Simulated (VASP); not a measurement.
A run of VASP 6.6.1 is set up as follows.

Contents of INCAR:

```
ALGO = Normal ; EDIFF = 1E-6
EDIFFG = -0.004 ; ENCUT = 600
IBRION = 2 ; ISIF = 3
ISMEAR = 0 ; LASPH = True
LCHARG = False ; LREAL = Auto
LWAVE = False ; NELM = 100
NSW = 80 ; PREC = Accurate
SIGMA = 0.02
```

Contents of KPOINTS:

```
k-points
0
Gamma
  4 4 5
```

POSCAR

```
ScAl7N8
1.0
    6.2990000000      0.0000000000      0.0000000000
   -3.1495000000      5.4550940184      0.0000000000
    0.0000000000      0.0000000000      4.9695000000
Al Sc N
7 1 8
Direct
    0.1666666667      0.3333333333      0.0000000000
    0.1666666667      0.8333333333      0.0000000000
    0.6666666667      0.8333333333      0.0000000000
    0.3333333333      0.1666666667      0.5000000000
    0.3333333333      0.6666666667      0.5000000000
    0.8333333333      0.1666666667      0.5000000000
    0.8333333333      0.6666666667      0.5000000000
    0.6666666667      0.3333333333      0.0000000000
    0.1666666667      0.3333333333      0.3820000000
    0.1666666667      0.8333333333      0.3820000000
    0.6666666667      0.3333333333      0.3820000000
    0.6666666667      0.8333333333      0.3820000000
    0.3333333333      0.1666666667      0.8820000000
    0.3333333333      0.6666666667      0.8820000000
    0.8333333333      0.1666666667      0.8820000000
    0.8333333333      0.6666666667      0.8820000000
```

Potentials or basis: VASP PAW LDA potentials, release 64 (Al, Sc_sv, N).

Run with:

```console
$ cat potpaw_LDA.64/Al/POTCAR potpaw_LDA.64/Sc_sv/POTCAR potpaw_LDA.64/N/POTCAR > POTCAR
$ mpirun -np 1 vasp_std > vasp.out
```

(1) What does it give for the band gap on the k mesh?

(2) Predict the relaxed cell.

(3) Estimate the space group after relaxing (to 0.1 Å).

Answers

(1) 4.20 eV.

(2) a = 6.291 Å, b = 6.291 Å, c = 4.970 Å, α = 90.00°, β = 90.00°, γ = 120.00°.

(3) P3m1 (No. 156).

Caveat: an odd mesh through Γ misses points on the zone boundary, where band edges can lie.
